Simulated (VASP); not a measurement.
Here is a VASP 6.6.1 calculation.

File INCAR:

```
PREC = Accurate ; ENCUT = 520
EDIFF = 1E-6 ; ISMEAR = 0
SIGMA = 0.1 ; LREAL = F
LASPH = T ; NELM = 60
ALGO = Normal ; ISIF = 2
LWAVE = F ; LCHARG = F
GGA = PE ; NBANDS = 21
```

File KPOINTS:

```
regular mesh
0
Gamma
  6 6 10
```

POSCAR

```
Mg3SeS2
1.0
    7.8546312508      0.0000000000      0.0000000000
   -3.9273156254      6.8023102005      0.0000000000
    0.0000000000      0.0000000000      3.9377893051
Mg Se S
3 1 2
Direct
    0.5000000000      0.0000000000      0.0000000000
    0.0000000000      0.5000000000      0.0000000000
    0.5000000000      0.5000000000      0.0000000000
    0.0000000000      0.0000000000      0.5000000000
    0.3333333333      0.6666666667      0.0000000000
    0.6666666667      0.3333333333      0.0000000000
```

Potentials or basis: VASP PAW PBE potentials, release 64 (Mg, Se, S).

The run is started by

```sh
$ cat potpaw_PBE.64/Mg/POTCAR potpaw_PBE.64/Se/POTCAR potpaw_PBE.64/S/POTCAR > POTCAR
$ mpirun -np 1 vasp_std > vasp.out
```

Question: Estimate the pressure.

Answer: 0.0 GPa.

Question: Estimate the band gap on the k mesh.

Answer: Zero (band 12 reaches 1.73 eV, above the bottom of band 13 at 1.37 eV).
